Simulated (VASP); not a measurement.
# MgO (Periclase) (Fm-3m) in VASP: vibrations by perturbation theory with PBE

Aim: the vibrations by perturbation theory of MgO (Periclase) with PBE.

All numbers are computed with VASP 6.6.1; they aren't measurements. Logs are shortened: lines on timing, memory, paths and dates and some standing lists are left out, and cuts for length are marked.

### Step 1. The cell of the first run

The structure is cubic, space group Fm-3m (No. 225). Conventional cell: a = 4.217 Å, b = 4.217 Å, c = 4.217 Å, α = 90.00°, β = 90.00°, γ = 90.00°. Mg (site symmetry m-3m) has 6 O at 2.11 Å within 2.8 Å. O (site symmetry m-3m) has 6 Mg at 2.11 Å within 2.8 Å.

### Step 2. Vibrations by perturbation theory, PBE

The input, INCAR:

```
SYSTEM = MgO
PREC = Accurate
ENCUT = 600
EDIFF = 1E-8
ISMEAR = 0
SIGMA = 0.01
LREAL = .FALSE.
LASPH = .TRUE.
NELM = 120
ALGO = Normal
ISIF = 2
LWAVE = .FALSE.
LCHARG = .FALSE.
GGA = PE
IBRION = 8
NSW = 1
GGA_COMPAT = .FALSE.
```

The input, KPOINTS:

```
regular mesh
0
G
  3 3 3
  0 0 0
```

The input, POSCAR:

```
MgO
1.0
    0.0000000000      2.1085000000      2.1085000000
    2.1085000000      0.0000000000      2.1085000000
    2.1085000000      2.1085000000      0.0000000000
Mg O
1 1
Direct
    0.0000000000      0.0000000000      0.0000000000
    0.5000000000      0.5000000000      0.5000000000
```

Potentials or basis: VASP PAW PBE potentials, release 64 (Mg, O).

Started as:

```
cat potpaw_PBE.64/Mg/POTCAR potpaw_PBE.64/O/POTCAR > POTCAR
mpirun -np 1 vasp_std > vasp.out
```

OUTCAR:

```text
SYSTEM = MgO
   PREC = Accurate
   ENCUT = 600
   EDIFF = 1E-8
   ISMEAR = 0
   LREAL = .FALSE.
   LASPH = .TRUE.
   NELM = 120
   ISIF = 2
   GGA = PE
   IBRION = 8
   NSW = 1

 ion  position               nearest neighbor table
   1  0.000  0.000  0.000-   2 2.11   2 2.11   2 2.11   2 2.11   2 2.11   2 2.11
   2  0.500  0.500  0.500-   1 2.11   1 2.11   1 2.11   1 2.11   1 2.11   1 2.11

  LATTYP: Found a face centered cubic cell.
 ALAT       =     4.2170000000

  Lattice vectors:

 A1 = (   0.0000000000,   2.1085000000,   2.1085000000)
 A2 = (   2.1085000000,   0.0000000000,   2.1085000000)
 A3 = (   2.1085000000,   2.1085000000,   0.0000000000)

Analysis of symmetry for initial positions (statically):
=====================================================================
 Subroutine PRICEL returns:
 Original cell was already a primitive cell.

 Routine SETGRP: Setting up the symmetry group for a
 face centered cubic supercell.

 Subroutine GETGRP returns: Found 48 space group operations
 (whereof 48 operations were pure point group operations)
 out of a pool of 48 trial point group operations.

The static configuration has the point symmetry O_h .

Analysis of symmetry for dynamics (positions and initial velocities):
=====================================================================
 Subroutine PRICEL returns:
 Original cell was already a primitive cell.

 Routine SETGRP: Setting up the symmetry group for a
 face centered cubic supercell.

 Subroutine GETGRP returns: Found 48 space group operations
 (whereof 48 operations were pure point group operations)
 out of a pool of 48 trial point group operations.

The dynamic configuration has the point symmetry O_h .

 Subroutine INISYM returns: Found 48 space group operations
 (whereof 48 operations are pure point group operations),
 and found     1 'primitive' translations

----------------------------------------------------------------------------------------

                                     Primitive cell

  volume of cell :      18.7478

  direct lattice vectors                    reciprocal lattice vectors
     0.000000000  2.108500000  2.108500000    -0.237135404  0.237135404  0.237135404
     2.108500000  0.000000000  2.108500000     0.237135404 -0.237135404  0.237135404
     2.108500000  2.108500000  0.000000000     0.237135404  0.237135404 -0.237135404

  length of vectors
     2.981869296  2.981869296  2.981869296     0.410730569  0.410730569  0.410730569

  position of ions in fractional coordinates (direct lattice)
     0.000000000  0.000000000  0.000000000
     0.500000000  0.500000000  0.500000000

  ion indices of the primitive-cell ions
   primitive index   ion index
                 1           1
                 2           2

----------------------------------------------------------------------------------------

 KPOINTS: regular mesh

Automatic generation of k-mesh.
 Grid dimensions read from file:
 generate k-points for:    3    3    3

 Generating k-lattice:

  Cartesian coordinates                     Fractional coordinates (reciprocal lattice)
    -0.079045135  0.079045135  0.079045135     0.333333333  0.000000000  0.000000000
     0.079045135 -0.079045135  0.079045135     0.000000000  0.333333333  0.000000000
     0.079045135  0.079045135 -0.079045135     0.000000000  0.000000000  0.333333333

  Length of vectors
     0.136910190  0.136910190  0.136910190

  Shift w.r.t. Gamma in fractional coordinates (k-lattice)
     0.000000000  0.000000000  0.000000000

 Subroutine IBZKPT returns following result:
[... 57 lines left out ...]
   LEPSILON=     F    determine dielectric tensor
   LRPA    =     F    only Hartree local field effects (RPA)
 non-spin polarized calculation
 Gauss-broadening in eV      SIGMA  =   0.01
  energy-cutoff  :      600.00
  volume of cell :       18.75
 maximum number of plane-waves:       634
   NGX = 11   NGY = 11   NGZ = 11

--------------------------------------- Ionic step        1  -------------------------------------------

 number of electron       8.0000005 magnetization

 Free energy of the ion-electron system (eV)
  ---------------------------------------------------
  ext. energy  EPLUGINS =         0.00000000
  ---------------------------------------------------
  free energy    TOTEN  =       -11.81885781 eV

  energy without entropy =      -11.81885781  energy(sigma->0) =      -11.81885781

 E-fermi :   3.3190     XC(G=0): -11.0450

 val. band max:        3.2406550545   @ k =   0.0000   0.0000   0.0000
 cond. band min:       7.8911311018   @ k =   0.0000   0.0000   0.0000
 fundamental gap:      4.6504760473
 Fermi energy:         3.3189928972

 k-point     1 :       0.0000    0.0000    0.0000
  band No.  band energies     occupation
      1     -14.0148      2.00000
      2       3.2407      2.00000
      3       3.2407      2.00000
      4       3.2407      2.00000
      5       7.8911      0.00000
      6      18.9539      0.00000
      7      18.9539      0.00000
      8      18.9539      0.00000
[... 23 lines left out ...]
 k-point     4 :      -0.3333    0.3333    0.0000
  band No.  band energies     occupation
      1     -12.5013      2.00000
      2       0.0045      2.00000
      3       0.1639      2.00000
      4       2.2386      2.00000
      5      13.4742      0.00000
      6      15.3915      0.00000
      7      15.6517      0.00000
      8      20.9019      0.00000

------------------------ aborting loop because EDIFF is reached ----------------------------------------

  FORCE on cell =-STRESS in cart. coord.  units (eV):
  Direction    XX          YY          ZZ          XY          YZ          ZX
  --------------------------------------------------------------------------------------
  -------------------------------------------------------------------------------------
  Total        0.4187355      0.4187355      0.4187355      0.0000000      0.0000000      0.0000000
  in kB       35.7848822     35.7848822     35.7848822      0.0000000      0.0000000      0.0000000
  external PRESSURE =      35.7848822 kB  Pullay stress =       0.0000000 kB

 VOLUME and BASIS-vectors are now :
 -----------------------------------------------------------------------------
  energy-cutoff  :      600.00
  volume of cell :       18.75
      direct lattice vectors                 reciprocal lattice vectors
     0.000000000  2.108500000  2.108500000    -0.237135404  0.237135404  0.237135404
     2.108500000  0.000000000  2.108500000     0.237135404 -0.237135404  0.237135404
     2.108500000  2.108500000  0.000000000     0.237135404  0.237135404 -0.237135404

 POSITION                                       TOTAL-FORCE (eV/Angst)
 -----------------------------------------------------------------------------------
      0.00000      0.00000      0.00000         0.000000      0.000000      0.000000
      2.10850      2.10850      2.10850        -0.000000     -0.000000     -0.000000
 -----------------------------------------------------------------------------------
    total drift:                               -0.000000     -0.000000      0.000000

  FREE ENERGIE OF THE ION-ELECTRON SYSTEM (eV)
  ---------------------------------------------------
  free  energy   TOTEN  =       -11.8188578082 eV

  energy  without entropy=      -11.8188578082  energy(sigma->0) =      -11.81885781

[... ionic steps 2 to 3 ...]

--------------------------------------- Ionic step        4  -------------------------------------------

------------------------ aborting loop because EDIFF is reached ----------------------------------------

[... ionic steps 5 to 6 ...]

--------------------------------------- Ionic step        7  -------------------------------------------

 Free energy of the ion-electron system (eV)
  ---------------------------------------------------
  ---------------------------------------------------
  free energy    TOTEN  =        -0.36101662 eV

  energy without entropy =       -0.36101662

------------------------ aborting loop because EDIFF is reached ----------------------------------------

 INTERNAL STRAIN TENSOR  FOR ION    2  DIRECTION 1   (eV/Angst):
 -----------------------------------------------------------------------------
    -0.00685  0.00000 -0.00000
     0.00000  0.00194  0.00000
    -0.00000  0.00000  0.00194

 INTERNAL STRAIN TENSOR FOR ION    2 for displacements in x,y,z  (eV/Angst):
          X           Y           Z          XY          YZ          ZX
  --------------------------------------------------------------------------------
  x     0.00000     0.00000     0.00000     0.00000     0.00000     0.00000
  y     0.00000     0.00000     0.00000     0.00000     0.00000     0.00000
  z     0.00000     0.00000     0.00000     0.00000     0.00000     0.00000

 SECOND DERIVATIVES (NOT SYMMETRIZED)
 ------------------------------------
               1X          1Y          1Z          2X          2Y          2Z
  1X    -5.303921    0.000000    0.000000    5.303921    0.000000    0.000000
  1Y     0.000000   -5.303921    0.000000    0.000000    5.303921    0.000000
  1Z     0.000000    0.000000   -5.303921    0.000000    0.000000    5.303921
  2X     5.326956    0.000000    0.000000   -5.326956    0.000000    0.000000
  2Y     0.000000    5.326956    0.000000    0.000000   -5.326956    0.000000
  2Z     0.000000    0.000000    5.326956    0.000000    0.000000   -5.326956

 Eigenvectors and eigenvalues of the dynamical matrix
 ----------------------------------------------------

   1 f  =   11.606175 THz    72.923747 2PiTHz  387.140322 cm-1    47.999261 meV
             X         Y         Z           dx          dy          dz
      0.000000  0.000000  0.000000     0.000000    0.000000   -0.629235
      2.108500  2.108500  2.108500     0.000000    0.000000    0.777215
[... 21 lines left out ...]
   6 f/i=    0.012299 THz     0.077275 2PiTHz    0.410242 cm-1     0.050863 meV
             X         Y         Z           dx          dy          dz
      0.000000  0.000000  0.000000     0.000000    0.000000    0.777215
      2.108500  2.108500  2.108500     0.000000    0.000000    0.629235

--------------------------------------------------------------------------------------------------------

 ELASTIC MODULI CONTR FROM IONIC RELAXATION (kBar)
 Direction    XX          YY          ZZ          XY          YZ          ZX
 --------------------------------------------------------------------------------
 XX           0.0000      0.0000      0.0000      0.0000      0.0000      0.0000
 YY           0.0000      0.0000      0.0000      0.0000      0.0000      0.0000
 ZZ           0.0000      0.0000      0.0000      0.0000      0.0000      0.0000
 XY           0.0000      0.0000      0.0000      0.0000      0.0000      0.0000
 YZ           0.0000      0.0000      0.0000      0.0000      0.0000      0.0000
 ZX           0.0000      0.0000      0.0000      0.0000      0.0000      0.0000
 --------------------------------------------------------------------------------
```

Run time: 12 s. Hardware: 1 thread of Intel Xeon 6975P-C (Granite Rapids), shared host; peak memory 0.14 GiB.

Results:

```
Highest phonon frequency at Γ, LO-TO splitting left out : 387 cm⁻¹
```

Phonon frequencies in cm⁻¹ (negative: imaginary):
```tsv
q point	frequencies
(0.000, 0.000, 0.000)	0 0 0 387 387 387
```

Caveat: the k points lie up to 0.86 Å⁻¹ apart; the cell wasn't relaxed at this level first, which shifts response properties.
